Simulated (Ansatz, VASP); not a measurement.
## CaO in VASP and in Ansatz

Contents of POSCAR:

```
CaO
1.0
    0.0000000000      2.3495991113      2.3495991113
    2.3495991113      0.0000000000      2.3495991113
    2.3495991113      2.3495991113      0.0000000000
Ca O
1 1
Direct
    0.0000000000      0.0000000000      0.0000000000
    0.5000000000      0.5000000000      0.5000000000
```

File INCAR.step1:

```
SYSTEM = CaO
PREC     = Accurate       ! precision mode
ENCUT    = 520            ! plane-wave cutoff, eV
EDIFF    = 1E-5           ! SCF threshold, eV
ISMEAR   = 0              ! smearing method
SIGMA    = 0.01           ! smearing width, eV
LREAL    = .FALSE.        ! projectors in reciprocal space
LASPH    = .TRUE.         ! aspherical terms in the spheres
NELM     = 60             ! most SCF steps
ALGO     = Normal         ! electronic algorithm
ISIF     = 2              ! what is computed and relaxed
LWAVE    = .TRUE.         ! write WAVECAR
LCHARG   = .FALSE.        ! write CHGCAR
GGA      = PE             ! functional
NBANDS   = 15             ! bands
```

File INCAR.step2:

```
SYSTEM = CaO
PREC     = Accurate       ! precision mode
ENCUT    = 520            ! plane-wave cutoff, eV
EDIFF    = 1E-7           ! SCF threshold, eV
ISMEAR   = 0              ! smearing method
SIGMA    = 0.01           ! smearing width, eV
LREAL    = .FALSE.        ! projectors in reciprocal space
LASPH    = .TRUE.         ! aspherical terms in the spheres
NELM     = 60             ! most SCF steps
ALGO     = Normal         ! electronic algorithm
ISIF     = 2              ! what is computed and relaxed
LWAVE    = .FALSE.        ! write WAVECAR
LCHARG   = .FALSE.        ! write CHGCAR
GGA      = PE             ! functional
LHFCALC  = .TRUE.         ! exact exchange
HFSCREEN = 0.2079         ! screening, 1/A
PRECFOCK = Normal       
ISTART   = 1            
NBANDS   = 15             ! bands
```

The input KPOINTS:

```
regular mesh
0
G
  6 6 6
  0 0 0
```

Input for Ansatz:

```yaml
crystal:
  lattice:
    - [0.0, 2.3495991113, 2.3495991113]
    - [2.3495991113, 0.0, 2.3495991113]
    - [2.3495991113, 2.3495991113, 0.0]
  atoms:
    - { symbol: Ca, position: [0.0, 0.0, 0.0] }
    - { symbol: O, position: [0.5, 0.5, 0.5] }
kpoints:
  mp_grid: { grid: [6, 6, 6] }
  band_path:
    path:
      - [0.0, 0.0, 0.0]
      - [0.5, 0.0, 0.5]
      - [0.625, 0.25, 0.625]
      - [0.375, 0.375, 0.75]
      - [0.5, 0.5, 0.5]
      - [0.5, 0.25, 0.75]
      - [0.0, 0.5, 0.5]
    npoints: 1
hamiltonian:
  xc: hse06
scf:
  occupations: { method: fixed }
  n_extra_bands: 4
output:
  forces: true
  stress: true
  eigenvalues: true
```

Change from the starting cell: hydrostatic strain -2.0%.

Alike in both runs: task single point; functional HSE06; k mesh 6 × 6 × 6; no spin polarisation.

```csv
,VASP,Ansatz
version,VASP 6.6.1,Ansatz 0.2.0
potentials or method,"VASP PAW PBE potentials, release 64 (Ca_sv, O)","plane waves, PAW"
plane-wave cutoff (eV),520,420
occupations,"gaussian, width 0.01 eV",fixed
valence electrons in the cell,16,16
```

Ansatz gave:

| Property | Result |
| --- | --- |
| gap on the k mesh at the Fermi level (eV) | 5.30 |
| pressure (GPa) | 8.2 |

**Question.** Which values does VASP return?

**Answer.** gap on the k mesh at the Fermi level (eV): 5.28; pressure (GPa): 9.2.

Ansatz's warnings: stress exchange threshold loose, stress scf threshold loose.
